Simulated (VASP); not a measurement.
# Ta (Immm) in VASP: further runs

The runs below take Ta through single point, with PBE.

All numbers are computed with VASP 6.6.1; they aren't measurements. Logs are shortened: lines on timing, memory, paths and dates and some standing lists are left out, and cuts for length are marked.

**1. The cell of the first run**

It takes space group Immm (No. 71, orthorhombic). The conventional cell has a = 3.228 Å, b = 3.319 Å, c = 3.692 Å, α = 90.00°, β = 90.00°, γ = 90.00°. Ta (site symmetry mmm) has 14 Ta at 2.96 to 3.69 Å within 3.9 Å.

**2. Single point, PBE (normal strain along x -0.0275, normal strain along z +0.1125)**

Contents of INCAR:

```
SYSTEM = Ta
PREC = Accurate
ENCUT = 520
EDIFF = 1E-6
ISMEAR = 0
SIGMA = 0.15
LREAL = .False.
LASPH = .True.
NELM = 100
ALGO = Fast
ISIF = 2
LWAVE = .False.
LCHARG = .False.
GGA = PE
NBANDS = 12
```

Contents of KPOINTS:

```
regular mesh
0
Gamma
  18 18 18
  0 0 0
```

Contents of POSCAR:

```
Ta
1.0
   -1.6138477708      1.6594835689      1.8461754704
    1.6138477708     -1.6594835689      1.8461754704
    1.6138477708      1.6594835689     -1.8461754704
Ta
1
Direct
    0.0000000000      0.0000000000      0.0000000000
```

Potentials or basis: VASP PAW PBE potentials, release 64 (Ta_pv).

Command:

```sh
cat potpaw_PBE.64/Ta_pv/POTCAR > POTCAR
mpirun -np 1 vasp_std > vasp.out
```

OUTCAR:

```text
SYSTEM = Ta
   PREC = Accurate
   ENCUT = 520
   EDIFF = 1E-6
   ISMEAR = 0
   LREAL = .False.
   LASPH = .True.
   NELM = 100
   ISIF = 2
   GGA = PE

 ion  position               nearest neighbor table
   1  0.000  0.000  0.000-

  LATTYP: Found a body centered orthorhombic cell.
 ALAT       =     3.2276955416
 B/A-ratio  =     1.0282776349
 C/A-ratio  =     1.1439588689

  Lattice vectors:

 A1 = (  -1.6138477708,   1.6594835689,   1.8461754704)
 A2 = (   1.6138477708,  -1.6594835689,   1.8461754704)
 A3 = (   1.6138477708,   1.6594835689,  -1.8461754704)

Analysis of symmetry for initial positions (statically):
=====================================================================
 Subroutine PRICEL returns:
 Original cell was already a primitive cell.

 Routine SETGRP: Setting up the symmetry group for a
 body centered orthorhombic supercell.

 Subroutine GETGRP returns: Found  8 space group operations
 (whereof  8 operations were pure point group operations)
 out of a pool of  8 trial point group operations.

The static configuration has the point symmetry D_2h.

Analysis of symmetry for dynamics (positions and initial velocities):
=====================================================================
 Subroutine PRICEL returns:
 Original cell was already a primitive cell.

 Routine SETGRP: Setting up the symmetry group for a
 body centered orthorhombic supercell.

 Subroutine GETGRP returns: Found  8 space group operations
 (whereof  8 operations were pure point group operations)
 out of a pool of  8 trial point group operations.

The dynamic configuration has the point symmetry D_2h.

 Subroutine INISYM returns: Found  8 space group operations
 (whereof  8 operations are pure point group operations),
 and found     1 'primitive' translations

----------------------------------------------------------------------------------------

                                     Primitive cell

  volume of cell :      19.7774

  direct lattice vectors                    reciprocal lattice vectors
    -1.613847771  1.659483569  1.846175470     0.000000000  0.301298554  0.270830161
     1.613847771 -1.659483569  1.846175470     0.309818565  0.000000000  0.270830161
     1.613847771  1.659483569 -1.846175470     0.309818565  0.301298554  0.000000000

  length of vectors
     2.960870516  2.960870516  2.960870516     0.405129356  0.411505187  0.432167053

  position of ions in fractional coordinates (direct lattice)
     0.000000000  0.000000000  0.000000000

  ion indices of the primitive-cell ions
   primitive index   ion index
                 1           1

----------------------------------------------------------------------------------------

 KPOINTS: regular mesh

Automatic generation of k-mesh.
 Grid dimensions read from file:
 generate k-points for:   18   18   18

 Generating k-lattice:

  Cartesian coordinates                     Fractional coordinates (reciprocal lattice)
     0.000000000  0.016738809  0.015046120     0.055555556  0.000000000 -0.000000000
     0.017212142  0.000000000  0.015046120     0.000000000  0.055555556 -0.000000000
     0.017212142  0.016738809  0.000000000    -0.000000000  0.000000000  0.055555556

  Length of vectors
     0.022507186  0.022861399  0.024009281

  Shift w.r.t. Gamma in fractional coordinates (k-lattice)
     0.000000000  0.000000000  0.000000000

 Subroutine IBZKPT returns following result:
 ===========================================

 Found    865 irreducible k-points:

 Following reciprocal coordinates:
            Coordinates               Weight
  0.000000  0.000000  0.000000      1.000000
  0.055556 -0.000000  0.000000      4.000000
  0.111111 -0.000000  0.000000      4.000000
  0.166667  0.000000  0.000000      4.000000
  0.222222 -0.000000  0.000000      4.000000
  0.277778  0.000000  0.000000      4.000000
[... 16 lines left out ...]
 -0.333333  0.055556 -0.000000      8.000000
 -0.277778  0.055556  0.000000      8.000000
 [... further k-points ...]
   k-points           NKPTS =    865   k-points in BZ     NKDIM =    865   number of bands    NBANDS=     12
   number of dos      NEDOS =    301   number of ions     NIONS =      1
   total plane-waves  NPLWV =  13824
   dimension x,y,z NGX =    24 NGY =   24 NGZ =   24
   dimension x,y,z NGXF=    48 NGYF=   48 NGZF=   48
   ions per type =               1
   NGX,Y,Z   is equivalent  to a cutoff of  13.48, 13.48, 13.48 a.u.
   NGXF,Y,Z  is equivalent  to a cutoff of  26.95, 26.95, 26.95 a.u.
 SYSTEM =  Ta
   PREC   = accura    normal or accurate (medium, high low for compatibility)
   ISTART =      0    job   : 0-new  1-cont  2-samecut
   ICHARG =      2    charge: 1-file 2-atom 10-const
   ISPIN  =      1    spin polarized calculation?
   LNONCOLLINEAR =      F non collinear calculations
   LSORBIT =      F    spin-orbit coupling
   LASPH  =      T    aspherical Exc in radial PAW
   ENCUT  =  520.0 eV  38.22 Ry    6.18 a.u.   5.51  5.51  5.51*2*pi/ulx,y,z
   NELM   =    100;   NELMIN=  2; NELMDL= -5     # of ELM steps
   EDIFF  = 0.1E-05   stopping-criterion for ELM
   LREAL  =      F    real-space projection
   EDIFFG = 0.1E-04   stopping-criterion for IOM
   NSW    =      0    number of steps for IOM
   IBRION =     -1    ionic relax: 0-MD 1-quasi-New 2-CG
   NFREE  =      0    steps in history (QN), initial steepest desc. (CG)
   ISIF   =      2    stress and relaxation
   ISYM   =      2    0-nonsym 1-usesym 2-fastsym
   POTIM  = 0.5000    time-step for ionic-motion
   TEBEG  =    0.0;   TEEND  =   0.0 temperature during run
   PSTRESS=    0.0 pullay stress
   NELECT =      11.0000    total number of electrons
   NUPDOWN=      -1.0000    fix difference up-down
   EMIN   =  10.00;   EMAX   =-10.00  energy-range for DOS
   EFERMI =   0.00;   METHOD = LEGACY
   ISMEAR =     0;   SIGMA  =   0.15  broadening in eV -4-tet -1-fermi 0-gaus
   EFERMI_NEDOS =   21; number of points for ismear=-14 and -15
   IALGO  =     68    algorithm
   IMIX   =      4    mixing-type and parameters
     AMIX     =   0.40;   BMIX     =  1.00
     AMIX_MAG =   1.60;   BMIX_MAG =  1.00
  volume/ion in A,a.u.               =      19.78       133.46
  Fermi-wavevector in a.u.,A,eV,Ry     =   1.346324  2.544183 24.661758  1.812588
  Thomas-Fermi vector in A             =   2.474165
   LORBIT       =      0    0 simple, 1 ext, 2 COOP (PROOUT), +10 PAW based schemes
   GGA     = PE    functional components
   LHFCALC =     F    Hartree Fock is set to
   AEXX    =    0.0000 exact exchange contribution
   IVDW    =     0    specifies the selected vdW correction
   LEPSILON=     F    determine dielectric tensor
   LRPA    =     F    only Hartree local field effects (RPA)
 non-spin polarized calculation
 RMM-DIIS sequential band-by-band and
 Gauss-broadening in eV      SIGMA  =   0.15
  energy-cutoff  :      520.00
  volume of cell :       19.78
 maximum number of plane-waves:       547
 NGX is ok and might be reduce to    24
   NGX = 11   NGY = 11   NGZ = 11

 number of electron      11.0000001 magnetization

 Free energy of the ion-electron system (eV)
  ---------------------------------------------------
  ext. energy  EPLUGINS =         0.00000000
  ---------------------------------------------------
  free energy    TOTEN  =       -11.71063011 eV

  energy without entropy =      -11.69457758  energy(sigma->0) =      -11.70260385

 E-fermi :   4.8277     XC(G=0): -12.1470

 val. band max:        4.8272831422   @ k =  -0.2778  -0.2778   0.1111
 cond. band min:       4.8278800232   @ k =   0.0556   0.1667   0.0556
 fundamental gap:      0.0005968810
 Fermi energy:         4.8277224382

 k-point     1 :       0.0000    0.0000    0.0000
  band No.  band energies     occupation
      1     -28.6975      2.00000
      2     -28.6896      2.00000
      3     -28.6786      2.00000
      4      -2.7948      2.00000
      5       5.0131      0.08051
      6       5.3765      0.00000
      7       6.4411      0.00000
      8       7.4255      0.00000
      9       9.0970      0.00000
     10      18.2065      0.00000
     11      19.8427      0.00000
     12      20.3952      0.00000

 k-point     2 :       0.0556   -0.0000    0.0000
  band No.  band energies     occupation
      1     -28.7216      2.00000
      2     -28.6930      2.00000
      3     -28.6858      2.00000
      4      -2.6773      2.00000
      5       5.0039      0.09666
      6       5.4102      0.00000
      7       6.4511      0.00000
      8       7.3488      0.00000
      9       9.0461      0.00000
     10      18.4329      0.00000
     11      19.9574      0.00000
     12      20.5961      0.00000

 k-point     3 :       0.1111   -0.0000    0.0000
  band No.  band energies     occupation
      1     -28.8002      2.00000
      2     -28.7064      2.00000
      3     -28.6927      2.00000
      4      -2.3354      2.00000
      5       4.9526      0.23919
      6       5.4311      0.00000
      7       6.5727      0.00000
      8       7.1817      0.00000
      9       8.9255      0.00000
     10      18.9865      0.00000
     11      20.1662      0.00000
     12      21.1817      0.00000
[... 286 lines left out ...]
 k-point    23 :      -0.3333    0.0556   -0.0000
  band No.  band energies     occupation
      1     -29.2884      2.00000
      2     -28.8408      2.00000
      3     -28.7036      2.00000
      4      -0.0085      2.00000
      5       4.3941      1.99996
      6       4.6364      1.92879
      7       7.1326      0.00000
      8       8.8778      0.00000
      9       9.1087      0.00000
     10      17.5126      0.00000
     11      18.7128      0.00000
     12      19.1293      0.00000

 k-point    24 :      -0.2778    0.0556    0.0000
  band No.  band energies     occupation
      1     -29.1482      2.00000
      2     -28.7993      2.00000
      3     -28.7051      2.00000
      4      -0.6628      2.00000
      5       4.4226      1.99987
      6       4.9136      0.41800
      7       7.0855      0.00000
      8       8.0476      0.00000
      9       8.8834      0.00000
     10      18.6275      0.00000
     11      19.1192      0.00000
     12      19.8242      0.00000

 [... further k-points ...]
[... 5 lines left out ...]
  --------------------------------------------------------------------------------------
  -------------------------------------------------------------------------------------
  Total       -1.0615315     -1.2401020     -2.1717193      0.0000000      0.0000000      0.0000000
  in kB      -85.9953534   -100.4614624   -175.9323785      0.0000000      0.0000000      0.0000000
  external PRESSURE =    -120.7963981 kB  Pullay stress =       0.0000000 kB

 VOLUME and BASIS-vectors are now :
 -----------------------------------------------------------------------------
  energy-cutoff  :      520.00
  volume of cell :       19.78
      direct lattice vectors                 reciprocal lattice vectors
    -1.613847771  1.659483569  1.846175470     0.000000000  0.301298554  0.270830161
     1.613847771 -1.659483569  1.846175470     0.309818565  0.000000000  0.270830161
     1.613847771  1.659483569 -1.846175470     0.309818565  0.301298554  0.000000000

 POSITION                                       TOTAL-FORCE (eV/Angst)
 -----------------------------------------------------------------------------------
      0.00000      0.00000      0.00000        -0.000000     -0.000000     -0.000000
 -----------------------------------------------------------------------------------
    total drift:                                0.000000      0.000000     -0.000000

  FREE ENERGIE OF THE ION-ELECTRON SYSTEM (eV)
  ---------------------------------------------------
  free  energy   TOTEN  =       -11.7106301142 eV

  energy  without entropy=      -11.6945775787  energy(sigma->0) =      -11.70260385
```

Wall time 1.7 min (1 thread of Intel Xeon 6975P-C, shared host); peak memory 0.31 GiB.

Results:

```yaml
Free_energy: -11.7106 eV
Pressure: -12.1 GPa
```

Levels at points of the mesh, in eV from the Fermi level:
```tsv
k point	band 2	band 3	band 4	band 5	band 6	band 7	band 8	band 9
(0.00, 0.00, 0.00)	-33.52	-33.51	-7.62	0.19	0.55	1.61	2.60	4.27
(0.50, 0.00, 0.00)	-33.74	-33.51	-4.12	-0.64	0.84	2.27	4.41	6.58
(0.00, 0.50, 0.00)	-33.76	-33.54	-4.07	-1.00	1.04	2.49	4.87	6.58
(0.50, 0.50, 0.00)	-33.85	-33.59	-3.97	-2.16	1.70	4.48	5.08	6.96
(0.50, 0.50, 0.50)	-34.06	-34.01	-3.52	-3.18	5.78	5.87	6.14	6.23
```

Caveat: the cell differs from its parent crystal (normal strain along x -0.0275, normal strain along z +0.1125); spin-orbit coupling is left out, which moves the levels of the heavy elements.

[end of part 1 of 2]
